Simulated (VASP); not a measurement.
# CdS (Hawleyite) (F-43m) in VASP: a series of runs

Aim: see how the results for CdS (Hawleyite) move with the level of theory and the settings. Levels: RPBE, revPBE+D3(BJ). Tasks: single point.

Program: VASP 6.6.1. These are calculated values, not measurements. Logs are shortened: lines on timing, memory, paths and dates and some standing lists are left out, and cuts for length are marked.

### 1 The cell of the first run

It takes space group F-43m (No. 216, cubic). Conventional cell: a = 5.947 Å, b = 5.947 Å, c = 5.947 Å, α = 90.00°, β = 90.00°, γ = 90.00°. Within 3.4 Å of Cd (site symmetry -43m) lie 4 S at 2.58 Å. S (site symmetry -43m) has 4 Cd at 2.58 Å within 3.4 Å.

### 2 Single point, RPBE

INCAR

```
SYSTEM = CdS
ALGO = Normal ; EDIFF = 1E-7
ENCUT = 520 ; GGA = RP
ISIF = 2 ; ISMEAR = -1
LASPH = .TRUE. ; LCHARG = .FALSE.
LREAL = .FALSE. ; LWAVE = .FALSE.
NBANDS = 16 ; NELM = 80
PREC = Accurate ; SIGMA = 0.05
```

KPOINTS

```
k-points
0
G
  8 8 8
  0 0 0
```

POSCAR

```
CdS
1.0
    0.0000000000      2.9737007966      2.9737007966
    2.9737007966      0.0000000000      2.9737007966
    2.9737007966      2.9737007966      0.0000000000
Cd S
1 1
Direct
    0.0000000000      0.0000000000      0.0000000000
    0.7500000000      0.7500000000      0.7500000000
```

Potentials or basis: VASP PAW PBE potentials, release 64 (Cd, S).

Launch:

```console
$ cat potpaw_PBE.64/Cd/POTCAR potpaw_PBE.64/S/POTCAR > POTCAR
$ mpirun -np 1 vasp_std > vasp.out
```

OUTCAR:

```text
SYSTEM = CdS
   EDIFF = 1E-7
   ENCUT = 520
   GGA = RP
   ISIF = 2
   ISMEAR = -1
   LASPH = .TRUE.
   LREAL = .FALSE.
   NELM = 80
   PREC = Accurate

 ion  position               nearest neighbor table
   1  0.000  0.000  0.000-   2 2.58   2 2.58   2 2.58   2 2.58
   2  0.750  0.750  0.750-   1 2.58   1 2.58   1 2.58   1 2.58

  LATTYP: Found a face centered cubic cell.
 ALAT       =     5.9474015932

  Lattice vectors:

 A1 = (   0.0000000000,   2.9737007966,   2.9737007966)
 A2 = (   2.9737007966,   0.0000000000,   2.9737007966)
 A3 = (   2.9737007966,   2.9737007966,   0.0000000000)

Analysis of symmetry for initial positions (statically):
=====================================================================
 Subroutine PRICEL returns:
 Original cell was already a primitive cell.

 Routine SETGRP: Setting up the symmetry group for a
 face centered cubic supercell.

 Subroutine GETGRP returns: Found 24 space group operations
 (whereof 24 operations were pure point group operations)
 out of a pool of 48 trial point group operations.

The static configuration has the point symmetry T_d .

Analysis of symmetry for dynamics (positions and initial velocities):
=====================================================================
 Subroutine PRICEL returns:
 Original cell was already a primitive cell.

 Routine SETGRP: Setting up the symmetry group for a
 face centered cubic supercell.

 Subroutine GETGRP returns: Found 24 space group operations
 (whereof 24 operations were pure point group operations)
 out of a pool of 48 trial point group operations.

The dynamic configuration has the point symmetry T_d .

 Subroutine INISYM returns: Found 24 space group operations
 (whereof 24 operations are pure point group operations),
 and found     1 'primitive' translations

----------------------------------------------------------------------------------------

                                     Primitive cell

  volume of cell :      52.5923

  direct lattice vectors                    reciprocal lattice vectors
     0.000000000  2.973700797  2.973700797    -0.168140655  0.168140655  0.168140655
     2.973700797  0.000000000  2.973700797     0.168140655 -0.168140655  0.168140655
     2.973700797  2.973700797  0.000000000     0.168140655  0.168140655 -0.168140655

  length of vectors
     4.205447997  4.205447997  4.205447997     0.291228157  0.291228157  0.291228157

  position of ions in fractional coordinates (direct lattice)
     0.000000000  0.000000000  0.000000000
     0.750000000  0.750000000  0.750000000

  ion indices of the primitive-cell ions
   primitive index   ion index
                 1           1
                 2           2

----------------------------------------------------------------------------------------

 KPOINTS: k-points

Automatic generation of k-mesh.
 Grid dimensions read from file:
 generate k-points for:    8    8    8

 Generating k-lattice:

  Cartesian coordinates                     Fractional coordinates (reciprocal lattice)
    -0.021017582  0.021017582  0.021017582     0.125000000  0.000000000  0.000000000
     0.021017582 -0.021017582  0.021017582     0.000000000  0.125000000  0.000000000
     0.021017582  0.021017582 -0.021017582     0.000000000  0.000000000  0.125000000

  Length of vectors
     0.036403520  0.036403520  0.036403520

  Shift w.r.t. Gamma in fractional coordinates (k-lattice)
     0.000000000  0.000000000  0.000000000

 Subroutine IBZKPT returns following result:
 ===========================================

 Found     29 irreducible k-points:

 Following reciprocal coordinates:
            Coordinates               Weight
  0.000000  0.000000  0.000000      1.000000
  0.125000  0.000000  0.000000      8.000000
  0.250000  0.000000  0.000000      8.000000
  0.375000  0.000000  0.000000      8.000000
  0.500000  0.000000  0.000000      4.000000
  0.125000  0.125000  0.000000      6.000000
[... 16 lines left out ...]
  0.500000  0.250000  0.125000     48.000000
 -0.375000  0.250000  0.125000     24.000000
 [... further k-points ...]
   k-points           NKPTS =     29   k-points in BZ     NKDIM =     29   number of bands    NBANDS=     16
   number of dos      NEDOS =    301   number of ions     NIONS =      2
   total plane-waves  NPLWV =  32768
   dimension x,y,z NGX =    32 NGY =   32 NGZ =   32
   dimension x,y,z NGXF=    64 NGYF=   64 NGZF=   64
   ions per type =               1   1
   NGX,Y,Z   is equivalent  to a cutoff of  12.65, 12.65, 12.65 a.u.
   NGXF,Y,Z  is equivalent  to a cutoff of  25.30, 25.30, 25.30 a.u.
 SYSTEM =  CdS
   PREC   = accura    normal or accurate (medium, high low for compatibility)
   ISTART =      0    job   : 0-new  1-cont  2-samecut
   ICHARG =      2    charge: 1-file 2-atom 10-const
   ISPIN  =      1    spin polarized calculation?
   LNONCOLLINEAR =      F non collinear calculations
   LSORBIT =      F    spin-orbit coupling
   LASPH  =      T    aspherical Exc in radial PAW
   ENCUT  =  520.0 eV  38.22 Ry    6.18 a.u.   7.82  7.82  7.82*2*pi/ulx,y,z
   NELM   =     80;   NELMIN=  2; NELMDL= -5     # of ELM steps
   EDIFF  = 0.1E-06   stopping-criterion for ELM
   LREAL  =      F    real-space projection
   EDIFFG = 0.1E-05   stopping-criterion for IOM
   NSW    =      0    number of steps for IOM
   IBRION =     -1    ionic relax: 0-MD 1-quasi-New 2-CG
   NFREE  =      0    steps in history (QN), initial steepest desc. (CG)
   ISIF   =      2    stress and relaxation
   ISYM   =      2    0-nonsym 1-usesym 2-fastsym
   POTIM  = 0.5000    time-step for ionic-motion
   TEBEG  =    0.0;   TEEND  =   0.0 temperature during run
   PSTRESS=    0.0 pullay stress
   NELECT =      18.0000    total number of electrons
   NUPDOWN=      -1.0000    fix difference up-down
   EMIN   =  10.00;   EMAX   =-10.00  energy-range for DOS
   EFERMI =   0.00;   METHOD = LEGACY
   ISMEAR =    -1;   SIGMA  =   0.05  broadening in eV -4-tet -1-fermi 0-gaus
   EFERMI_NEDOS =   21; number of points for ismear=-14 and -15
   IALGO  =     38    algorithm
   IMIX   =      4    mixing-type and parameters
     AMIX     =   0.40;   BMIX     =  1.00
     AMIX_MAG =   1.60;   BMIX_MAG =  1.00
  volume/ion in A,a.u.               =      26.30       177.46
  Fermi-wavevector in a.u.,A,eV,Ry     =   1.145140  2.164000 17.841925  1.311344
  Thomas-Fermi vector in A             =   2.281829
   LORBIT       =      0    0 simple, 1 ext, 2 COOP (PROOUT), +10 PAW based schemes
   GGA     = RP    functional components
   LHFCALC =     F    Hartree Fock is set to
   AEXX    =    0.0000 exact exchange contribution
   IVDW    =     0    specifies the selected vdW correction
   LEPSILON=     F    determine dielectric tensor
   LRPA    =     F    only Hartree local field effects (RPA)
 non-spin polarized calculation
  energy-cutoff  :      520.00
  volume of cell :       52.59
 maximum number of plane-waves:      1428
   NGX = 15   NGY = 15   NGZ = 15

 number of electron      17.9999999 magnetization

 Free energy of the ion-electron system (eV)
  ---------------------------------------------------
  ext. energy  EPLUGINS =         0.00000000
  ---------------------------------------------------
  free energy    TOTEN  =        -5.51749462 eV

  energy without entropy =       -5.51749454  energy(sigma->0) =       -5.51749458

 E-fermi :   1.6011     XC(G=0):  -8.6184

 val. band max:        0.9568440838   @ k =   0.0000   0.0000   0.0000
 cond. band min:       2.1606621939   @ k =   0.0000   0.0000   0.0000
 fundamental gap:      1.2038181101
 Fermi energy:         1.6011321125

 k-point     1 :       0.0000    0.0000    0.0000
  band No.  band energies     occupation
      1     -11.0490      2.00000
      2      -6.5828      2.00000
      3      -6.5828      2.00000
      4      -6.5828      2.00000
      5      -6.1820      2.00000
      6      -6.1820      2.00000
[... 8 lines left out ...]
     15      12.3456      0.00000
     16      12.3647      0.00000

 k-point     2 :       0.1250    0.0000    0.0000
  band No.  band energies     occupation
      1     -10.9958      2.00000
      2      -6.5637      2.00000
      3      -6.5637      2.00000
      4      -6.5301      2.00000
      5      -6.1826      2.00000
      6      -6.1826      2.00000
[... 8 lines left out ...]
     15      11.8216      0.00000
     16      12.9765      0.00000

 k-point     3 :       0.2500    0.0000    0.0000
  band No.  band energies     occupation
      1     -10.8670      2.00000
      2      -6.5224      2.00000
      3      -6.5224      2.00000
      4      -6.3511      2.00000
      5      -6.1778      2.00000
      6      -6.1778      2.00000
[... 8 lines left out ...]
     15      11.6057      0.00000
     16      12.4235      0.00000

 k-point     4 :       0.3750    0.0000    0.0000
  band No.  band energies     occupation
      1     -10.7387      2.00000
      2      -6.4905      2.00000
      3      -6.4905      2.00000
      4      -6.1611      2.00000
      5      -6.1611      2.00000
      6      -6.0473      2.00000
[... 8 lines left out ...]
     15      12.4031      0.00000
     16      12.4031      0.00000

 k-point     5 :       0.5000    0.0000    0.0000
  band No.  band energies     occupation
      1     -10.6860      2.00000
      2      -6.4806      2.00000
      3      -6.4806      2.00000
      4      -6.1501      2.00000
      5      -6.1501      2.00000
      6      -5.8470      2.00000
[... 8 lines left out ...]
     15      13.3871      0.00000
     16      13.3871      0.00000

 k-point     6 :       0.1250    0.1250    0.0000
  band No.  band energies     occupation
      1     -10.9782      2.00000
      2      -6.5452      2.00000
      3      -6.5452      2.00000
      4      -6.5372      2.00000
      5      -6.1946      2.00000
      6      -6.1715      2.00000
[... 8 lines left out ...]
     15      12.4507      0.00000
     16      13.5067      0.00000
[... 267 lines left out ...]
 k-point    21 :       0.5000    0.5000    0.0000
  band No.  band energies     occupation
      1     -10.5736      2.00000
      2      -6.3845      2.00000
      3      -6.2906      2.00000
      4      -6.2906      2.00000
      5      -6.1097      2.00000
      6      -5.7838      2.00000
[... 8 lines left out ...]
     15      13.2706      0.00000
     16      14.3343      0.00000

 k-point    22 :       0.3750    0.2500    0.1250
  band No.  band energies     occupation
      1     -10.7726      2.00000
      2      -6.4764      2.00000
      3      -6.4551      2.00000
      4      -6.2986      2.00000
      5      -6.1696      2.00000
      6      -6.1247      2.00000
[... 8 lines left out ...]
     15      12.8709      0.00000
     16      14.8051      0.00000

 k-point    23 :       0.5000    0.2500    0.1250
  band No.  band energies     occupation
      1     -10.6716      2.00000
      2      -6.4459      2.00000
      3      -6.4253      2.00000
      4      -6.2296      2.00000
      5      -6.1527      2.00000
      6      -5.9105      2.00000
[... 8 lines left out ...]
     15      13.6365      0.00000
     16      13.9240      0.00000

 k-point    24 :      -0.3750    0.2500    0.1250
  band No.  band energies     occupation
      1     -10.6304      2.00000
      2      -6.4412      2.00000
      3      -6.4115      2.00000
      4      -6.1995      2.00000
      5      -6.1585      2.00000
      6      -5.7509      2.00000
[... 8 lines left out ...]
     15      13.2120      0.00000
     16      13.9607      0.00000

 [... further k-points ...]
[... 5 lines left out ...]
  --------------------------------------------------------------------------------------
  -------------------------------------------------------------------------------------
  Total        0.5858483      0.5858483      0.5858483      0.0000000     -0.0000000     -0.0000000
  in kB       17.8473573     17.8473573     17.8473573      0.0000000     -0.0000000     -0.0000000
  external PRESSURE =      17.8473573 kB  Pullay stress =       0.0000000 kB

 VOLUME and BASIS-vectors are now :
 -----------------------------------------------------------------------------
  energy-cutoff  :      520.00
  volume of cell :       52.59
      direct lattice vectors                 reciprocal lattice vectors
     0.000000000  2.973700797  2.973700797    -0.168140655  0.168140655  0.168140655
     2.973700797  0.000000000  2.973700797     0.168140655 -0.168140655  0.168140655
     2.973700797  2.973700797  0.000000000     0.168140655  0.168140655 -0.168140655

 POSITION                                       TOTAL-FORCE (eV/Angst)
 -----------------------------------------------------------------------------------
      0.00000      0.00000      0.00000        -0.000000     -0.000000     -0.000000
      4.46055      4.46055      4.46055         0.000000      0.000000      0.000000
 -----------------------------------------------------------------------------------
    total drift:                                0.000001      0.000001      0.000001

  FREE ENERGIE OF THE ION-ELECTRON SYSTEM (eV)
  ---------------------------------------------------
  free  energy   TOTEN  =        -5.5174946181 eV

  energy  without entropy=       -5.5174945449  energy(sigma->0) =       -5.51749458
```

It took 20 s on 1 thread of Intel Xeon Platinum 8375C at 2.90GHz (Ice Lake), shared host; peak memory 0.18 GiB.

Results:

```yaml
Free_energy: -5.5175 eV
Pressure: 1.8 GPa
Band_gap_on_the_k_mesh: 1.20 eV, direct
```

Caveat: the PAW data sets were made with another functional, which shifts forces and pressure a little.

### 3 Single point, revPBE+D3(BJ)

This run uses another cell than the first one, of 25.80 Å³/atom, 0.981 times its volume.

INCAR

```
SYSTEM = CdS
PREC = Accurate
ENCUT = 520
EDIFF = 1E-6
ISMEAR = -1
SIGMA = 0.05
LREAL = .FALSE.
LASPH = .TRUE.
NELM = 100
ALGO = Normal
ISIF = 2
LWAVE = .FALSE.
LCHARG = .FALSE.
GGA = RE
IVDW = 12
NBANDS = 16
```

KPOINTS

```
regular mesh
0
G
  8 8 8
  0 0 0
```

POSCAR

```
CdS
1.0
    0.0000000000      2.9548794012      2.9548794012
    2.9548794012      0.0000000000      2.9548794012
    2.9548794012      2.9548794012      0.0000000000
Cd S
1 1
Direct
    0.0000000000      0.0000000000      0.0000000000
    0.7500000000      0.7500000000      0.7500000000
```

Potentials or basis: VASP PAW PBE potentials, release 64 (Cd, S).

Launch:

```console
$ cat potpaw_PBE.64/Cd/POTCAR potpaw_PBE.64/S/POTCAR > POTCAR
$ mpirun -np 1 vasp_std > vasp.out
```

Run time: 17 s. Hardware: 1 thread of Intel Xeon Platinum 8375C at 2.90GHz (Ice Lake), shared host; peak memory 0.19 GiB.

It converged, with:

| Quantity | Value |
| --- | --- |
| Free energy | -6.7054 eV |
| Pressure | -1.8 GPa |
| Band gap on the k mesh | 1.20 eV, direct |
| Dispersion energy per atom | -0.565 eV |

Levels at points of the mesh, in eV from the valence-band top:
| k point | band 7 | band 8 | band 9 | band 10 | band 11 | band 12 |
| --- | --- | --- | --- | --- | --- | --- |
| (0.00, 0.00, 0.00) | 0.00 | 0.00 | 0.00 | 1.20 | 6.61 | 6.61 |
| (0.50, 0.00, 0.00) | -4.12 | -0.69 | -0.69 | 3.06 | 7.07 | 7.07 |
| (0.50, 0.50, 0.00) | -3.75 | -1.73 | -1.73 | 3.76 | 4.37 | 9.24 |

Caveat: the PAW data sets were made with another functional, which shifts forces and pressure a little.

(Continued in part 2 of 2.)
